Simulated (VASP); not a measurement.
Input of a VASP 6.6.1 run:

Contents of INCAR:

```
  ALGO = Normal
  EDIFF = 1E-6
  ENCUT = 910
  GGA = CA
  GGA_COMPAT = False
  ISIF = 2
  ISMEAR = 0
  LASPH = True
  LCHARG = False
  LREAL = False
  LWAVE = False
  NBANDS = 11
  NELM = 120
  PREC = Accurate
  SIGMA = 0.05
```

The input KPOINTS:

```
k-points
0
Gamma
  12 12 12
```

POSCAR

```
C
1.0
    0.0000000000      1.7794233076      1.6552195608
    1.7794233076      0.0000000000      1.6552195608
    1.7794233076      1.7794233076      0.0000000000
C
2
Direct
    0.5000000000      0.5000000000      0.5000000000
    0.7500000000      0.7500000000      0.7500000000
```

Potentials or basis: VASP PAW LDA potentials, release 64 (C_h).

The run is started by

```sh
$ cat potpaw_LDA.64/C_h/POTCAR > POTCAR
$ mpirun -np 1 vasp_std > vasp.out
```

**Question.** What does it give for the pressure?

**Answer.** 26.0 GPa.

**Question.** Predict the band gap on the k mesh.

**Answer.** 2.44 eV, indirect (least direct gap 4.50 eV).

Stress tensor (GPa, compression positive):
```
 3.64  0.00  0.00
 0.00  3.64  0.00
 0.00  0.00 70.80
```

Caveat: the cutoff is under 1.25 times the usual one of these potentials, so pressure, stress and relaxed cells hold a basis-set (Pulay) error. A k mesh can miss the band edges.
